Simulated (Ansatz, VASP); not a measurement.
## One calculation of TiO2, two programs

```xyz
6
Lattice="2.8769 0.0000 0.0000 -1.4385 2.4915 0.0000 0.0000 0.0000 10.1663" Properties=species:S:1:pos:R:3 pbc="T T T"
Ti    1.4385    0.8305    7.6247
Ti    0.0000    1.6610    2.5416
O     0.0000    1.6610    8.8613
O     0.0000    1.6610    6.3882
O     1.4385    0.8305    1.3050
O     1.4385    0.8305    3.7782
```

Alike in both runs: task single point; functional PBE; dispersion D3(BJ); k mesh 6 × 6 × 2; occupations gaussian, width 0.1 eV; collinear spin.

|  | VASP | Ansatz |
| --- | --- | --- |
| version | VASP 6.6.1 | Ansatz 0.2.0 |
| potentials or method | VASP PAW PBE potentials, release 64 (Ti_sv, O), cutoff 520 eV | scalar-relativistic, plane waves, PAW |
| valence electrons in the cell | 48 | 48 |

|  | VASP | Ansatz | Ansatz less VASP |
| --- | --- | --- | --- |
| gap on the k mesh at the Fermi level (eV) | 0.94 | 0.96 | +0.020 |
| least direct gap on the mesh (eV) | 1.37 | 1.39 | +0.021 |
| pressure (GPa) | -13.6 | -14.1 | -0.55 |
| traceless stress, the component that is largest in VASP (GPa) | -17.22 | -17.19 | +0.026 |
| rms of the force components (eV/Å) | 1.294 | 1.325 | +0.0308 |
| net moment per atom (μB) | 0.00 | 0.00 | 0.000 |

Atom by atom the forces differ by 0.031 eV/Å (rms over components). Ansatz's warnings: seeded moment not kept.

The k mesh is coarse, so the values compare programs but aren't converged.
